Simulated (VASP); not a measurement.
LuHg:

```xyz
2
Lattice="3.6630 0.0000 0.0000 0.0000 3.6630 0.0000 0.0000 0.0000 3.6630" Properties=species:S:1:pos:R:3 pbc="T T T"
Hg    0.0000    0.0000    0.0000
Lu    1.8315    1.8315    1.8315
```

- Program: VASP 6.6.1
- Task: relaxation of cell and atoms
- Functional: r2SCAN
- Potentials or basis: VASP PAW PBE potentials, release 64 (Hg, Lu)
- Cutoff: 600 eV
- k mesh: 7 × 7 × 7
- Occupations: methfessel-paxton, width 0.0165 eV
- Spin: no spin polarisation

At the start: pressure -2.5 GPa; volume 24.57 Å³/atom.

Problem. Where does the relaxation end?

Solution. Over 3 steps the energy falls by 5.9 meV/atom and the volume is 23.82 Å³/atom (-3.1 %); space group Pm-3m (No. 221, to 0.1 Å) before and after.

Step by step:
```csv
step,energy change (eV),largest force (eV/Å),pressure (GPa),volume (Å³)
1,0.0000,0.0000,-2.46,49.15
2,-0.0051,0.0000,1.98,46.51
3,-0.0118,0.0000,-0.13,47.63
```

Final structure:
```
CELL_PARAMETERS angstrom
3.62491 0.00000 0.00000
0.00000 3.62491 0.00000
0.00000 0.00000 3.62491
ATOMIC_POSITIONS crystal
Hg 0.00000 0.00000 0.00000
Lu 0.50000 0.50000 0.50000
```

Caveat: the PAW data sets were made with another functional, which shifts forces and pressure a little.
